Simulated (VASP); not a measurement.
# NaCl (Pm-3m) in VASP: single point with PBE-based screened hybrid with 50 % exact exchange

Aim: the single point of NaCl with PBE-based screened hybrid with 50 % exact exchange.

Everything below comes from runs of VASP 6.6.1. Logs are shortened: lines on timing, memory, paths and dates and some standing lists are left out, and cuts for length are marked.

## Step 1: The cell of the first run

The structure is cubic, space group Pm-3m (No. 221). Conventional cell: a = 3.460 Å, b = 3.460 Å, c = 3.460 Å, α = 90.00°, β = 90.00°, γ = 90.00°. Within 3.9 Å of Na (site symmetry m-3m) lie 8 Cl at 3.00 Å and 6 Na at 3.46 Å. Within 3.9 Å of Cl (site symmetry m-3m) lie 8 Na at 3.00 Å and 6 Cl at 3.46 Å.

## Step 2: Single point, PBE-based screened hybrid with 50 % exact exchange

Contents of POSCAR:

```
NaCl
1.0
    3.4595458397      0.0000000000      0.0000000000
    0.0000000000      3.4595458397      0.0000000000
    0.0000000000      0.0000000000      3.4595458397
Na Cl
1 1
Direct
    0.0000000000      0.0000000000      0.0000000000
    0.5000000000      0.5000000000      0.5000000000
```

Contents of INCAR.step1:

```
SYSTEM = NaCl
PREC = Accurate
ENCUT = 520
EDIFF = 1E-5
ISMEAR = 0
SIGMA = 0.01
LREAL = .FALSE.
LASPH = .TRUE.
NELM = 100
ALGO = Normal
ISIF = 2
LWAVE = .TRUE.
NBANDS = 14
GGA = PE
```

Contents of INCAR.step2:

```
SYSTEM = NaCl
PREC = Accurate
ENCUT = 520
EDIFF = 1E-6
ISMEAR = 0
SIGMA = 0.01
LREAL = .FALSE.
LASPH = .TRUE.
NELM = 100
ALGO = Normal
ISIF = 2
LWAVE = .FALSE.
LCHARG = .TRUE.
GGA = PE
LHFCALC = .TRUE.
AEXX = 0.5
HFSCREEN = 0.3
PRECFOCK = Normal
LELF = .TRUE.
LVHAR = .TRUE.
NBANDS = 14
ISTART = 1
```

Contents of KPOINTS:

```
Automatic mesh
0
G
  4 4 4
  0 0 0
```

Potentials or basis: VASP PAW PBE potentials, release 64 (Na_pv, Cl).

Launch:

```
cat potpaw_PBE.64/Na_pv/POTCAR potpaw_PBE.64/Cl/POTCAR > POTCAR
cp INCAR.step1 INCAR
mpirun -np 1 vasp_std > vasp.out
cp INCAR.step2 INCAR
mpirun -np 1 vasp_std > vasp.out
```

OUTCAR:

```text
SYSTEM = NaCl
   PREC = Accurate
   ENCUT = 520
   EDIFF = 1E-6
   ISMEAR = 0
   LREAL = .FALSE.
   LASPH = .TRUE.
   NELM = 100
   ISIF = 2
   GGA = PE
   LHFCALC = .TRUE.
   AEXX = 0.5
   HFSCREEN = 0.3
   PRECFOCK = Normal
   ISTART = 1

 ion  position               nearest neighbor table
   1  0.000  0.000  0.000-
   2  0.500  0.500  0.500-

  LATTYP: Found a simple cubic cell.
 ALAT       =     3.4595458397

  Lattice vectors:

 A1 = (   3.4595458397,   0.0000000000,   0.0000000000)
 A2 = (   0.0000000000,   3.4595458397,   0.0000000000)
 A3 = (   0.0000000000,   0.0000000000,   3.4595458397)

Analysis of symmetry for initial positions (statically):
=====================================================================
 Subroutine PRICEL returns:
 Original cell was already a primitive cell.

 Routine SETGRP: Setting up the symmetry group for a
 simple cubic supercell.

 Subroutine GETGRP returns: Found 48 space group operations
 (whereof 48 operations were pure point group operations)
 out of a pool of 48 trial point group operations.

The static configuration has the point symmetry O_h .

Analysis of symmetry for dynamics (positions and initial velocities):
=====================================================================
 Subroutine PRICEL returns:
 Original cell was already a primitive cell.

 Routine SETGRP: Setting up the symmetry group for a
 simple cubic supercell.

 Subroutine GETGRP returns: Found 48 space group operations
 (whereof 48 operations were pure point group operations)
 out of a pool of 48 trial point group operations.

The dynamic configuration has the point symmetry O_h .

 Subroutine INISYM returns: Found 48 space group operations
 (whereof 48 operations are pure point group operations),
 and found     1 'primitive' translations

----------------------------------------------------------------------------------------

                                     Primitive cell

  volume of cell :      41.4054

  direct lattice vectors                    reciprocal lattice vectors
     3.459545840  0.000000000  0.000000000     0.289055282  0.000000000  0.000000000
     0.000000000  3.459545840  0.000000000     0.000000000  0.289055282  0.000000000
     0.000000000  0.000000000  3.459545840     0.000000000  0.000000000  0.289055282

  length of vectors
     3.459545840  3.459545840  3.459545840     0.289055282  0.289055282  0.289055282

[... 83 lines left out ...]
   IMIX   =      1    mixing-type and parameters
     AMIX     =   0.40;   BMIX     =  1.00
     AMIX_MAG =   1.60;   BMIX_MAG =  1.00
  volume/ion in A,a.u.               =      20.70       139.71
  Fermi-wavevector in a.u.,A,eV,Ry     =   1.140508  2.155248 17.697901  1.300759
  Thomas-Fermi vector in A             =   2.277210
   LORBIT       =      0    0 simple, 1 ext, 2 COOP (PROOUT), +10 PAW based schemes
   GGA     = PE    functional components
   LHFCALC =     T    Hartree Fock is set to
   PRECFOCK=normal    Normal, Fast or Accurate (Low or Medium for compatibility)
   ENCUT4O =  -1.0   cutoff for four orbital integrals eV
   NKREDX  =     1    reduce k-point grid by
   NKREDY  =     1    reduce k-point grid by
   NKREDZ  =     1    reduce k-point grid by
   AEXX    =    0.5000 exact exchange contribution
   HFSCREEN=    0.3000 screening length (either q_TF or 0.3 A-1)
   HFSCREENC=   0.3000 screening length for correlation (either q_TF or 0.3 A-1)
   ENCUTFOCK=  -1.0 apply spherical cutoff to Coloumb kernel
   IVDW    =     0    specifies the selected vdW correction
   LEPSILON=     F    determine dielectric tensor
   LRPA    =     F    only Hartree local field effects (RPA)
 non-spin polarized calculation
 Gauss-broadening in eV      SIGMA  =   0.01
  energy-cutoff  :      520.00
  volume of cell :       41.41
 maximum number of plane-waves:      1141
 NGX is ok and might be reduce to    28
  NGX = 20; NGY = 20; NGZ = 20

 number of electron      13.9999999 magnetization

 Free energy of the ion-electron system (eV)
  ---------------------------------------------------
  ext. energy  EPLUGINS =         0.00000000
  ---------------------------------------------------
  free energy    TOTEN  =        -8.32581888 eV

  energy without entropy =       -8.32581888  energy(sigma->0) =       -8.32581888

 E-fermi :  -0.7585     XC(G=0):  -5.9633

 val. band max:       -0.8991706992   @ k =   0.5000   0.5000   0.0000
 cond. band min:       5.4071029889   @ k =   0.0000   0.0000   0.0000
 fundamental gap:      6.3062736881
 Fermi energy:        -0.7585400195

 k-point     1 :       0.0000    0.0000    0.0000
  band No.  band energies     occupation
      1     -27.1606      2.00000
      2     -27.1606      2.00000
      3     -27.1606      2.00000
      4     -16.8090      2.00000
      5      -1.4948      2.00000
      6      -1.4948      2.00000
      7      -1.4948      2.00000
      8       5.4071      0.00000
      9       9.8535      0.00000
     10       9.8535      0.00000
     11      18.0383      0.00000
     12      18.1182      0.00000
     13      18.1320      0.00000
     14      18.1425      0.00000
[... 139 lines left out ...]
      1     -27.1849      2.00000
      2     -27.1849      2.00000
      3     -27.1849      2.00000
      4     -15.6759      2.00000
      5      -3.1265      2.00000
      6      -3.1265      2.00000
      7      -3.1265      2.00000
      8       8.3844      0.00000
      9       8.3844      0.00000
     10       8.3844      0.00000
     11      13.7496      0.00000
     12      18.3612      0.00000
     13      18.3612      0.00000
     14      18.3612      0.00000

------------------------ aborting loop because EDIFF is reached ----------------------------------------

  FORCE on cell =-STRESS in cart. coord.  units (eV):
  Direction    XX          YY          ZZ          XY          YZ          ZX
  --------------------------------------------------------------------------------------
  -------------------------------------------------------------------------------------
  Total        0.0451994      0.0451994      0.0451994     -0.0000000     -0.0000000      0.0000000
  in kB        1.7489839      1.7489839      1.7489839     -0.0000000     -0.0000000      0.0000000
  external PRESSURE =       1.7489839 kB  Pullay stress =       0.0000000 kB

 VOLUME and BASIS-vectors are now :
 -----------------------------------------------------------------------------
  energy-cutoff  :      520.00
  volume of cell :       41.41
      direct lattice vectors                 reciprocal lattice vectors
     3.459545840  0.000000000  0.000000000     0.289055282  0.000000000  0.000000000
     0.000000000  3.459545840  0.000000000     0.000000000  0.289055282  0.000000000
     0.000000000  0.000000000  3.459545840     0.000000000  0.000000000  0.289055282

 POSITION                                       TOTAL-FORCE (eV/Angst)
 -----------------------------------------------------------------------------------
      0.00000      0.00000      0.00000         0.000000      0.000000      0.000000
      1.72977      1.72977      1.72977         0.000000      0.000000      0.000000
 -----------------------------------------------------------------------------------
    total drift:                                0.000001     -0.000001      0.000000

  FREE ENERGIE OF THE ION-ELECTRON SYSTEM (eV)
  ---------------------------------------------------
  free  energy   TOTEN  =        -8.3258188793 eV

  energy  without entropy=       -8.3258188793  energy(sigma->0) =       -8.32581888
```

OUTCAR.step1:

```text
SYSTEM = NaCl
   PREC = Accurate
   ENCUT = 520
   EDIFF = 1E-5
   ISMEAR = 0
   LREAL = .FALSE.
   LASPH = .TRUE.
[... 375 lines left out ...]
      0.00000      0.00000      0.00000         0.000000      0.000000      0.000000
      1.72977      1.72977      1.72977         0.000000      0.000000      0.000000
 -----------------------------------------------------------------------------------
    total drift:                                0.000000      0.000000      0.000000

  FREE ENERGIE OF THE ION-ELECTRON SYSTEM (eV)
  ---------------------------------------------------
  free  energy   TOTEN  =        -6.4531527707 eV

  energy  without entropy=       -6.4531527707  energy(sigma->0) =       -6.45315277
```

Run time: 3.4 min. Hardware: 1 thread of Oxide Virtual Turin-like, shared host; peak memory 0.21 GiB.

What came out:

| Item | Value |
| --- | --- |
| Free energy | -8.3258 eV |
| Pressure | 0.2 GPa |
| Band gap on the k mesh | 6.31 eV (least direct gap 6.90 eV) |

Caveat: the k points lie up to 0.45 Å⁻¹ apart; the structure was generated, so it needn't be the stable form of NaCl; the PAW data sets were made with another functional, which shifts forces and pressure a little. A k mesh can miss the band edges.
